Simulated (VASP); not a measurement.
# Si (Im-3m) in VASP: single point with RPBE

Aim: the single point of Si with RPBE.

Program: VASP 6.6.1. These are calculated values, not measurements. Logs are shortened: lines on timing, memory, paths and dates and some standing lists are left out, and cuts for length are marked.

### 1 The cell of the first run

It takes space group Im-3m (No. 229, cubic). Conventional cell: a = 3.056 Å, b = 3.056 Å, c = 3.056 Å, α = 90.00°, β = 90.00°, γ = 90.00°. Within 3.5 Å of Si (site symmetry m-3m) lie 14 Si at 2.65 to 3.06 Å.

### 2 Single point, RPBE

Input file INCAR:

```
PREC     = Accurate       # precision mode
ENCUT    = 500            # plane-wave cutoff, eV
EDIFF    = 1E-6           # SCF threshold, eV
ISMEAR   = -1             # smearing method
SIGMA    = 0.1            # smearing width, eV
LREAL    = F              # projectors in reciprocal space
LASPH    = T              # aspherical terms in the spheres
NELM     = 120            # most SCF steps
ALGO     = Normal         # electronic algorithm
ISIF     = 2              # what is computed and relaxed
LWAVE    = F              # write WAVECAR
LCHARG   = F              # write CHGCAR
GGA      = RP             # functional
NBANDS   = 8              # bands
GGA_COMPAT= F
```

Input file KPOINTS:

```
regular mesh
0
Gamma
  19 19 19
```

Input file POSCAR:

```
Si
1.0
   -1.5282442480      1.5282442480      1.5282442480
    1.5282442480     -1.5282442480      1.5282442480
    1.5282442480      1.5282442480     -1.5282442480
Si
1
Direct
    0.0000000000      0.0000000000      0.0000000000
```

Potentials or basis: VASP PAW PBE potentials, release 64 (Si).

Run with:

```
$ cat potpaw_PBE.64/Si/POTCAR > POTCAR
$ mpirun -np 1 vasp_std > vasp.out
```

OUTCAR:

```text
PREC = Accurate
   ENCUT = 500
   EDIFF = 1E-6
   ISMEAR = -1
   LREAL = F
   LASPH = T
   NELM = 120
   ISIF = 2
   GGA = RP

 ion  position               nearest neighbor table
   1  0.000  0.000  0.000-

  LATTYP: Found a body centered cubic cell.
 ALAT       =     3.0564884960

  Lattice vectors:

 A1 = (  -1.5282442480,   1.5282442480,   1.5282442480)
 A2 = (   1.5282442480,  -1.5282442480,   1.5282442480)
 A3 = (   1.5282442480,   1.5282442480,  -1.5282442480)

Analysis of symmetry for initial positions (statically):
=====================================================================
 Subroutine PRICEL returns:
 Original cell was already a primitive cell.

 Routine SETGRP: Setting up the symmetry group for a
 body centered cubic supercell.

 Subroutine GETGRP returns: Found 48 space group operations
 (whereof 48 operations were pure point group operations)
 out of a pool of 48 trial point group operations.

The static configuration has the point symmetry O_h .

Analysis of symmetry for dynamics (positions and initial velocities):
=====================================================================
 Subroutine PRICEL returns:
 Original cell was already a primitive cell.

 Routine SETGRP: Setting up the symmetry group for a
 body centered cubic supercell.

 Subroutine GETGRP returns: Found 48 space group operations
 (whereof 48 operations were pure point group operations)
 out of a pool of 48 trial point group operations.

The dynamic configuration has the point symmetry O_h .

 Subroutine INISYM returns: Found 48 space group operations
 (whereof 48 operations are pure point group operations),
 and found     1 'primitive' translations

----------------------------------------------------------------------------------------

                                     Primitive cell

  volume of cell :      14.2770

  direct lattice vectors                    reciprocal lattice vectors
    -1.528244248  1.528244248  1.528244248     0.000000000  0.327172833  0.327172833
     1.528244248 -1.528244248  1.528244248     0.327172833  0.000000000  0.327172833
     1.528244248  1.528244248 -1.528244248     0.327172833  0.327172833  0.000000000

  length of vectors
     2.646996684  2.646996684  2.646996684     0.462692258  0.462692258  0.462692258

  position of ions in fractional coordinates (direct lattice)
     0.000000000  0.000000000  0.000000000

  ion indices of the primitive-cell ions
   primitive index   ion index
                 1           1

----------------------------------------------------------------------------------------

 KPOINTS: regular mesh

Automatic generation of k-mesh.
 Grid dimensions read from file:
 generate k-points for:   19   19   19

 Generating k-lattice:

  Cartesian coordinates                     Fractional coordinates (reciprocal lattice)
     0.000000000  0.017219623  0.017219623     0.052631579  0.000000000  0.000000000
     0.017219623  0.000000000  0.017219623     0.000000000  0.052631579  0.000000000
     0.017219623  0.017219623  0.000000000     0.000000000  0.000000000  0.052631579

  Length of vectors
     0.024352224  0.024352224  0.024352224

  Shift w.r.t. Gamma in fractional coordinates (k-lattice)
     0.000000000  0.000000000  0.000000000

 Subroutine IBZKPT returns following result:
 ===========================================

 Found    220 irreducible k-points:

 Following reciprocal coordinates:
            Coordinates               Weight
  0.000000  0.000000  0.000000      1.000000
  0.052632  0.000000  0.000000     12.000000
  0.105263  0.000000  0.000000     12.000000
  0.157895  0.000000  0.000000     12.000000
  0.210526  0.000000  0.000000     12.000000
  0.263158  0.000000  0.000000     12.000000
[... 16 lines left out ...]
  0.263158  0.105263  0.000000     48.000000
  0.315789  0.105263  0.000000     48.000000
 [... further k-points ...]
   k-points           NKPTS =    220   k-points in BZ     NKDIM =    220   number of bands    NBANDS=      8
   number of dos      NEDOS =    301   number of ions     NIONS =      1
   total plane-waves  NPLWV =   8000
   dimension x,y,z NGX =    20 NGY =   20 NGZ =   20
   dimension x,y,z NGXF=    40 NGYF=   40 NGZF=   40
   ions per type =               1
   NGX,Y,Z   is equivalent  to a cutoff of  12.56, 12.56, 12.56 a.u.
   NGXF,Y,Z  is equivalent  to a cutoff of  25.12, 25.12, 25.12 a.u.
 SYSTEM =  unknown system
   PREC   = accura    normal or accurate (medium, high low for compatibility)
   ISTART =      0    job   : 0-new  1-cont  2-samecut
   ICHARG =      2    charge: 1-file 2-atom 10-const
   ISPIN  =      1    spin polarized calculation?
   LNONCOLLINEAR =      F non collinear calculations
   LSORBIT =      F    spin-orbit coupling
   LASPH  =      T    aspherical Exc in radial PAW
   ENCUT  =  500.0 eV  36.75 Ry    6.06 a.u.   4.83  4.83  4.83*2*pi/ulx,y,z
   NELM   =    120;   NELMIN=  2; NELMDL= -5     # of ELM steps
   EDIFF  = 0.1E-05   stopping-criterion for ELM
   LREAL  =      F    real-space projection
   EDIFFG = 0.1E-04   stopping-criterion for IOM
   NSW    =      0    number of steps for IOM
   IBRION =     -1    ionic relax: 0-MD 1-quasi-New 2-CG
   NFREE  =      0    steps in history (QN), initial steepest desc. (CG)
   ISIF   =      2    stress and relaxation
   ISYM   =      2    0-nonsym 1-usesym 2-fastsym
   POTIM  = 0.5000    time-step for ionic-motion
   TEBEG  =    0.0;   TEEND  =   0.0 temperature during run
   PSTRESS=    0.0 pullay stress
   NELECT =       4.0000    total number of electrons
   NUPDOWN=      -1.0000    fix difference up-down
   EMIN   =  10.00;   EMAX   =-10.00  energy-range for DOS
   EFERMI =   0.00;   METHOD = LEGACY
   ISMEAR =    -1;   SIGMA  =   0.10  broadening in eV -4-tet -1-fermi 0-gaus
   EFERMI_NEDOS =   21; number of points for ismear=-14 and -15
   IALGO  =     38    algorithm
   IMIX   =      4    mixing-type and parameters
     AMIX     =   0.40;   BMIX     =  1.00
     AMIX_MAG =   1.60;   BMIX_MAG =  1.00
  volume/ion in A,a.u.               =      14.28        96.35
  Fermi-wavevector in a.u.,A,eV,Ry     =   1.071228  2.024328 15.613096  1.147530
  Thomas-Fermi vector in A             =   2.206962
   LORBIT       =      0    0 simple, 1 ext, 2 COOP (PROOUT), +10 PAW based schemes
   GGA     = RP    functional components
   LHFCALC =     F    Hartree Fock is set to
   AEXX    =    0.0000 exact exchange contribution
   IVDW    =     0    specifies the selected vdW correction
   LEPSILON=     F    determine dielectric tensor
   LRPA    =     F    only Hartree local field effects (RPA)
 non-spin polarized calculation
  energy-cutoff  :      500.00
  volume of cell :       14.28
 maximum number of plane-waves:       374
   NGX =  9   NGY =  9   NGZ =  9

 number of electron       4.0000000 magnetization

 Free energy of the ion-electron system (eV)
  ---------------------------------------------------
  ext. energy  EPLUGINS =         0.00000000
  ---------------------------------------------------
  free energy    TOTEN  =        -4.60884041 eV

  energy without entropy =       -4.59294060  energy(sigma->0) =       -4.60089051

 E-fermi :  10.3124     XC(G=0): -11.2393

 val. band max:       10.3089005941   @ k =  -0.4737   0.4737   0.3684
 cond. band min:      10.3140678554   @ k =   0.3158   0.1579   0.1579
 fundamental gap:      0.0051672613
 Fermi energy:        10.3124164162

 k-point     1 :       0.0000    0.0000    0.0000
  band No.  band energies     occupation
      1      -4.1452      2.00000
      2      22.1113      0.00000
      3      22.1113      0.00000
      4      22.1113      0.00000
      5      22.8825      0.00000
      6      22.8825      0.00000
      7      22.8825      0.00000
      8      26.6397      0.00000

 k-point     2 :       0.0526    0.0000    0.0000
  band No.  band energies     occupation
      1      -4.0589      2.00000
      2      20.8254      0.00000
      3      21.1393      0.00000
      4      21.9768      0.00000
      5      22.5876      0.00000
      6      23.6366      0.00000
      7      23.9982      0.00000
      8      25.9424      0.00000

 k-point     3 :       0.1053    0.0000    0.0000
  band No.  band energies     occupation
      1      -3.8002      2.00000
      2      18.8101      0.00000
      3      20.0061      0.00000
      4      21.6001      0.00000
      5      21.8791      0.00000
      6      23.8766      0.00000
      7      25.4629      0.00000
      8      25.5609      0.00000

 k-point     4 :       0.1579    0.0000    0.0000
  band No.  band energies     occupation
      1      -3.3696      2.00000
      2      16.5705      0.00000
      3      19.0016      0.00000
      4      21.0283      0.00000
      5      21.0629      0.00000
      6      23.2220      0.00000
      7      25.9659      0.00000
      8      26.5298      0.00000

 k-point     5 :       0.2105    0.0000    0.0000
  band No.  band energies     occupation
      1      -2.7684      2.00000
      2      14.2901      0.00000
      3      18.1387      0.00000
      4      20.1943      0.00000
      5      20.4694      0.00000
      6      22.4609      0.00000
      7      26.7358      0.00000
      8      26.8561      0.00000

 k-point     6 :       0.2632    0.0000    0.0000
  band No.  band energies     occupation
      1      -1.9980      2.00000
      2      12.0618      0.00000
      3      17.4196      0.00000
      4      19.4514      0.00000
      5      19.9018      0.00000
      6      21.7826      0.00000
      7      27.3827      0.00000
      8      27.6108      0.00000

 k-point     7 :       0.3158    0.0000    0.0000
  band No.  band energies     occupation
      1      -1.0603      2.00000
      2       9.9310      1.95682
      3      16.8448      0.00000
      4      18.8348      0.00000
      5      19.4111      0.00000
      6      21.2190      0.00000
      7      28.0781      0.00000
      8      28.5737      0.00000
[... 133 lines left out ...]
 k-point    20 :       0.1053    0.1053    0.0000
  band No.  band energies     occupation
      1      -3.1117      2.00000
      2      16.5431      0.00000
      3      16.9638      0.00000
      4      19.4688      0.00000
      5      22.5699      0.00000
      6      23.7965      0.00000
      7      25.4378      0.00000
      8      26.6985      0.00000

 k-point    21 :       0.1579    0.1053    0.0000
  band No.  band energies     occupation
      1      -2.5112      2.00000
      2      14.4886      0.00000
      3      15.8872      0.00000
      4      18.6762      0.00000
      5      22.2783      0.00000
      6      23.5765      0.00000
      7      25.7748      0.00000
      8      27.6808      0.00000

 k-point    22 :       0.2105    0.1053    0.0000
  band No.  band energies     occupation
      1      -1.7418      2.00000
      2      12.2879      0.00000
      3      15.1198      0.00000
      4      17.9836      0.00000
      5      21.7520      0.00000
      6      23.5035      0.00000
      7      25.9764      0.00000
      8      28.9754      0.00000

 k-point    23 :       0.2632    0.1053    0.0000
  band No.  band energies     occupation
      1      -0.8052      2.00000
      2      10.1673      1.62023
      3      14.5082      0.00000
      4      17.4117      0.00000
      5      21.2376      0.00000
      6      23.3619      0.00000
      7      26.4429      0.00000
      8      30.1217      0.00000

 k-point    24 :       0.3158    0.1053    0.0000
  band No.  band energies     occupation
      1       0.2959      2.00000
      2       8.1636      2.00000
      3      14.0481      0.00000
      4      16.9747      0.00000
      5      20.8233      0.00000
      6      23.1661      0.00000
      7      27.1925      0.00000
      8      30.9465      0.00000

 [... further k-points ...]
[... 5 lines left out ...]
  --------------------------------------------------------------------------------------
  -------------------------------------------------------------------------------------
  Total        0.2973246      0.2973246      0.2973246      0.0000000      0.0000000      0.0000000
  in kB       33.3659170     33.3659170     33.3659170      0.0000000      0.0000000      0.0000000
  external PRESSURE =      33.3659170 kB  Pullay stress =       0.0000000 kB

 VOLUME and BASIS-vectors are now :
 -----------------------------------------------------------------------------
  energy-cutoff  :      500.00
  volume of cell :       14.28
      direct lattice vectors                 reciprocal lattice vectors
    -1.528244248  1.528244248  1.528244248     0.000000000  0.327172833  0.327172833
     1.528244248 -1.528244248  1.528244248     0.327172833  0.000000000  0.327172833
     1.528244248  1.528244248 -1.528244248     0.327172833  0.327172833  0.000000000

 POSITION                                       TOTAL-FORCE (eV/Angst)
 -----------------------------------------------------------------------------------
      0.00000      0.00000      0.00000         0.000000     -0.000000      0.000000
 -----------------------------------------------------------------------------------
    total drift:                                0.000000      0.000000     -0.000000

  FREE ENERGIE OF THE ION-ELECTRON SYSTEM (eV)
  ---------------------------------------------------
  free  energy   TOTEN  =        -4.6088404111 eV

  energy  without entropy=       -4.5929405994  energy(sigma->0) =       -4.60089051
```

Run time: 12 s. Hardware: 1 thread of Intel Xeon 6975P-C, shared host; peak memory 0.13 GiB.

What came out:

```
Free energy            : -4.6088 eV
Pressure               : 3.3 GPa
Band gap on the k mesh : zero (band 2 reaches 22.11 eV, above the bottom of band 3 at 6.15 eV)
```

Caveat: the PAW data sets were made with another functional, which shifts forces and pressure a little.
